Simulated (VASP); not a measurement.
# MnO (Fm-3m) in VASP: a series of runs, part 3 of 3

VASP 6.6.1.

### 5 Single point, r2SCAN+U, collinear spin, ferromagnetic start

POSCAR reads:

```
MnO
1.0
    0.0000000000      2.2230000000      2.2230000000
    2.2230000000      0.0000000000      2.2230000000
    2.2230000000      2.2230000000      0.0000000000
Mn O
1 1
Direct
    0.0000000000      0.0000000000      0.0000000000
    0.5000000000      0.5000000000      0.5000000000
```

INCAR.step1 reads:

```
  PREC = Accurate
  ENCUT = 660
  ISMEAR = 1
  SIGMA = 0.1
  LREAL = F
  LASPH = T
  NELM = 200
  ISPIN = 2
  MAGMOM = 2.8 0
  LMAXMIX = 4
  LDAU = T
  LDAUTYPE = 2
  LDAUL = 2 -1
  LDAUU = 3 0
  LDAUJ = 0 0
  NBANDS = 20
  GGA = PE
  ALGO = Normal
  EDIFF = 1E-5
  LWAVE = T
  LCHARG = F
  GGA_COMPAT = F
```

INCAR.step2 reads:

```
  PREC = Accurate
  ENCUT = 660
  EDIFF = 1E-6
  ISMEAR = 1
  SIGMA = 0.1
  LREAL = F
  LASPH = T
  NELM = 200
  ALGO = Normal
  ISIF = 2
  LWAVE = F
  LCHARG = F
  ISPIN = 2
  MAGMOM = 2.8 0
  LORBIT = 11
  LMAXMIX = 4
  LDAU = T
  LDAUTYPE = 2
  LDAUL = 2 -1
  LDAUU = 3 0
  LDAUJ = 0 0
  LDAUPRINT = 1
  METAGGA = R2SCAN
  LMIXTAU = T
  NBANDS = 20
  ISTART = 1
  GGA_COMPAT = F
```

KPOINTS reads:

```
Automatic mesh
0
Gamma
  5 5 5
```

Potentials or basis: VASP PAW PBE potentials, release 64 (Mn_pv, O).

Command:

```
$ cat potpaw_PBE.64/Mn_pv/POTCAR potpaw_PBE.64/O/POTCAR > POTCAR
$ cp INCAR.step1 INCAR
$ mpirun -np 1 vasp_std > vasp.out
$ cp INCAR.step2 INCAR
$ mpirun -np 1 vasp_std > vasp.out
```

OUTCAR:

```text
PREC = Accurate
   ENCUT = 660
   EDIFF = 1E-6
   ISMEAR = 1
   LREAL = F
   LASPH = T
   NELM = 200
   ISIF = 2
   ISPIN = 2
   LORBIT = 11
   METAGGA = R2SCAN
   ISTART = 1

 ion  position               nearest neighbor table
   1  0.000  0.000  0.000-   2 2.22   2 2.22   2 2.22   2 2.22   2 2.22   2 2.22
   2  0.500  0.500  0.500-   1 2.22   1 2.22   1 2.22   1 2.22   1 2.22   1 2.22

  LATTYP: Found a face centered cubic cell.
 ALAT       =     4.4460000000

  Lattice vectors:

 A1 = (   0.0000000000,   2.2230000000,   2.2230000000)
 A2 = (   2.2230000000,   0.0000000000,   2.2230000000)
 A3 = (   2.2230000000,   2.2230000000,   0.0000000000)

Analysis of symmetry for initial positions (statically):
=====================================================================
 Subroutine PRICEL returns:
 Original cell was already a primitive cell.

 Routine SETGRP: Setting up the symmetry group for a
 face centered cubic supercell.

 Subroutine GETGRP returns: Found 48 space group operations
 (whereof 48 operations were pure point group operations)
 out of a pool of 48 trial point group operations.

The static configuration has the point symmetry O_h .

Analysis of symmetry for dynamics (positions and initial velocities):
=====================================================================
 Subroutine PRICEL returns:
 Original cell was already a primitive cell.

 Routine SETGRP: Setting up the symmetry group for a
 face centered cubic supercell.

 Subroutine GETGRP returns: Found 48 space group operations
 (whereof 48 operations were pure point group operations)
 out of a pool of 48 trial point group operations.

The dynamic configuration has the point symmetry O_h .

Analysis of structural, dynamic, and magnetic symmetry:
=====================================================================
 Subroutine PRICEL returns:
 Original cell was already a primitive cell.

[... 172 lines left out ...]
  ext. energy  EPLUGINS =         0.00000000
  ---------------------------------------------------
  free energy    TOTEN  =       -23.85136209 eV

  energy without entropy =      -23.85218708  energy(sigma->0) =      -23.85163709

 E-fermi :   6.5281     XC(G=0): -12.5099

 val. band max:        6.4556839567   @ k =   0.4000   0.0000   0.0000
 cond. band min:       7.2960494961   @ k =   0.0000   0.0000   0.0000
 fundamental gap:      0.8403655394
 Fermi energy:         6.5281434169

 spin component 1

 k-point     1 :       0.0000    0.0000    0.0000
  band No.  band energies     occupation
      1     -45.2540      1.00000
      2     -45.2540      1.00000
      3     -45.2540      1.00000
      4     -13.7560      1.00000
      5       2.5436      1.00000
      6       2.5436      1.00000
[... 206 lines left out ...]
      6       0.7633      1.00000
[... 12 lines left out ...]
     19      31.9246      0.00000
     20      34.3245      0.00000
 Fermi energy:         6.5281434169

 spin component 2

 k-point     1 :       0.0000    0.0000    0.0000
  band No.  band energies     occupation
      1     -38.7674      1.00000
      2     -38.7674      1.00000
      3     -38.7674      1.00000
      4     -13.3505      1.00000
      5       4.1020      1.00000
      6       4.1020      1.00000
[... 219 lines left out ...]
     19      35.6023      0.00000
     20      36.3332      0.00000

------------------------ aborting loop because EDIFF is reached ----------------------------------------

  FORCE on cell =-STRESS in cart. coord.  units (eV):
  Direction    XX          YY          ZZ          XY          YZ          ZX
  --------------------------------------------------------------------------------------
  -------------------------------------------------------------------------------------
  Total        0.3250462      0.3250462      0.3250462      0.0000000      0.0000000      0.0000000
  in kB       23.7032168     23.7032168     23.7032168      0.0000000      0.0000000      0.0000000
  external PRESSURE =      23.7032168 kB  Pullay stress =       0.0000000 kB

 VOLUME and BASIS-vectors are now :
 -----------------------------------------------------------------------------
  energy-cutoff  :      660.00
  volume of cell :       21.97
      direct lattice vectors                 reciprocal lattice vectors
     0.000000000  2.223000000  2.223000000    -0.224921278  0.224921278  0.224921278
     2.223000000  0.000000000  2.223000000     0.224921278 -0.224921278  0.224921278
     2.223000000  2.223000000  0.000000000     0.224921278  0.224921278 -0.224921278

 POSITION                                       TOTAL-FORCE (eV/Angst)
 -----------------------------------------------------------------------------------
      0.00000      0.00000      0.00000         0.000000      0.000000      0.000000
      2.22300      2.22300      2.22300        -0.000000     -0.000000     -0.000000
 -----------------------------------------------------------------------------------
    total drift:                                0.000000      0.000000      0.000000

  FREE ENERGIE OF THE ION-ELECTRON SYSTEM (eV)
  ---------------------------------------------------
  free  energy   TOTEN  =       -23.8513620911 eV

  energy  without entropy=      -23.8521870787  energy(sigma->0) =      -23.85163709

 total charge

# of ion       s       p       d       tot
------------------------------------------
    1        0.209   6.174   4.958  11.341
    2        1.552   3.492   0.000   5.044
--------------------------------------------------
tot          1.761   9.666   4.958  16.385

 magnetization (x)

# of ion       s       p       d       tot
------------------------------------------
    1        0.028   0.023   4.585   4.636
    2        0.026   0.144   0.000   0.170
--------------------------------------------------
tot          0.054   0.167   4.585   4.805
```

OUTCAR.step1:

```text
PREC = Accurate
   ENCUT = 660
   ISMEAR = 1
   LREAL = F
   LASPH = T
[... 688 lines left out ...]
 -----------------------------------------------------------------------------------
      0.00000      0.00000      0.00000        -0.000000      0.000000      0.000000
      2.22300      2.22300      2.22300         0.000000     -0.000000     -0.000000
 -----------------------------------------------------------------------------------
    total drift:                                0.000000      0.000000      0.000000

  FREE ENERGIE OF THE ION-ELECTRON SYSTEM (eV)
  ---------------------------------------------------
  free  energy   TOTEN  =       -15.6464920338 eV

  energy  without entropy=      -15.6474403735  energy(sigma->0) =      -15.64680815
```

OSZICAR.step1:

```text
N       E                     dE             d eps       ncg     rms          rms(c)
DAV:   1     0.186870966247E+03    0.18687E+03   -0.11565E+04   800   0.131E+03
DAV:   2    -0.532313963022E+01   -0.19219E+03   -0.17822E+03   812   0.356E+02
DAV:   3    -0.155034452107E+02   -0.10180E+02   -0.99420E+01   912   0.844E+01
DAV:   4    -0.155865223223E+02   -0.83077E-01   -0.83060E-01   904   0.793E+00
DAV:   5    -0.155871920963E+02   -0.66977E-03   -0.66977E-03   892   0.722E-01    0.158E+01
DAV:   6    -0.157228672553E+02   -0.13568E+00   -0.10905E+01  1048   0.366E+01    0.178E+01
DAV:   7    -0.156536498516E+02    0.69217E-01   -0.11228E+00   876   0.145E+01    0.977E+00
DAV:   8    -0.156507887481E+02    0.28611E-02   -0.13229E-01   848   0.344E+00    0.534E+00
DAV:   9    -0.156469073450E+02    0.38814E-02   -0.42269E-02   884   0.240E+00    0.432E-01
DAV:  10    -0.156462387000E+02    0.66865E-03   -0.65646E-03   840   0.105E+00    0.269E-01
DAV:  11    -0.156464106703E+02   -0.17197E-03   -0.59435E-04   904   0.246E-01    0.558E-02
DAV:  12    -0.156464712920E+02   -0.60622E-04   -0.59938E-05   864   0.807E-02    0.269E-02
DAV:  13    -0.156464900031E+02   -0.18711E-04   -0.15521E-05   804   0.355E-02    0.175E-02
DAV:  14    -0.156464920338E+02   -0.20307E-05   -0.17455E-06   468   0.143E-02
   1 F= -.15646492E+02 E0= -.15646808E+02  d E =0.948340E-03  mag=     5.0000
```

It took 73 s on 1 thread of AMD EPYC 7R43 (Zen 3), shared host; peak memory 0.15 GiB.

What came out:

```
Free energy                                           : -23.8514 eV
Pressure                                              : 2.4 GPa
Band gap on the k mesh                                : 0.84 eV (least direct gap 3.19 eV)
Net moment                                            : 5.00 μB per cell
Site moments                                          : Mn +4.64; O +0.17 μB
Valence electrons inside the program's atomic spheres : Mn 11.34; O 5.04
```

Levels at points of the mesh, in eV from the valence-band top:
Spin up:
```
           k point  band 8  band 9  band 10  band 11  band 12  band 13  band 14  band 15  band 16  band 17
(0.00, 0.00, 0.00)   -3.57   -3.57    -2.78    -2.78    -2.78     0.84    15.58    17.41    17.41    17.41
```
Spin down:
| k point | band 3 | band 4 | band 5 | band 6 | band 7 | band 8 | band 9 | band 10 | band 11 | band 12 |
| --- | --- | --- | --- | --- | --- | --- | --- | --- | --- | --- |
| (0.00, 0.00, 0.00) | -45.22 | -19.81 | -2.35 | -2.35 | -2.35 | 2.56 | 4.06 | 4.06 | 4.06 | 4.76 |

Eigenvalues of the final occupation matrices:
| site | spin | trace | eigenvalues |
| --- | --- | --- | --- |
| site 1 d | 1 | 4.79 | 0.94 0.94 0.94 0.98 0.98 |
| site 1 d | 2 | 0.19 | 0.02 0.02 0.02 0.07 0.07 |

Caveat: the k points lie up to 0.49 Å⁻¹ apart; the PAW data sets were made with another functional, which shifts forces and pressure a little; an odd mesh through Γ misses points on the zone boundary, where band edges can lie; a cell with one magnetic atom can't hold antiferromagnetic order, which such compounds often take.

### 6 Summary

```tsv
smearing	gap on the mesh (eV)	pressure (GPa)	moment (μB)
methfessel-paxton 0.5 eV	0.84	2.4	5.00
methfessel-paxton 0.3 eV	0.84	2.4	5.00
methfessel-paxton 0.2 eV	0.84	2.4	5.00
methfessel-paxton 0.1 eV	0.84	2.4	5.00
```

Alike in all rows: task single point; level r2SCAN+U; potentials or basis VASP PAW PBE potentials, release 64 (Mn_pv, O); spin collinear, ferromagnetic start; Mn d U = 3.0 eV; cell as given; k mesh 5 × 5 × 5; cutoff (eV) 660.

Caveats: all runs use coarse meshes; the PAW data sets were made with another functional, which shifts forces and pressure a little; an odd mesh through Γ misses points on the zone boundary, where band edges can lie; a cell with one magnetic atom can't hold antiferromagnetic order, which such compounds often take.

Absolute energies hang on the potentials; compare differences alone.
